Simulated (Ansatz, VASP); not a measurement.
Zn in VASP and in Ansatz

```
CELL_PARAMETERS angstrom
2.55632 0.00000 0.00000
-1.27816 2.21384 0.00000
0.00000 0.00000 5.09273
ATOMIC_POSITIONS crystal
Zn 0.33333 0.66667 0.25000
Zn 0.66667 0.33333 0.75000
```

Change from the starting cell: x and y stretched by -3 %, z held.

Alike in both runs: task single point; functional PBE; k mesh 18 × 18 × 10; occupations fermi-dirac, width 0.08 eV; no spin polarisation.

|  | VASP | Ansatz |
| --- | --- | --- |
| version | VASP 6.6.1 | Ansatz 0.2.0 |
| potentials or method | VASP PAW PBE potentials, release 64 (Zn), cutoff 520 eV | all-electron LAPW, scalar-relativistic |

```tsv
	VASP	Ansatz	Ansatz less VASP
pressure (GPa)	7.0	6.5	-0.45
traceless stress, the component that is largest in VASP (GPa)	-4.78	-4.52	+0.258
```

Ansatz ran all-electron here, and VASP with PAW potentials.
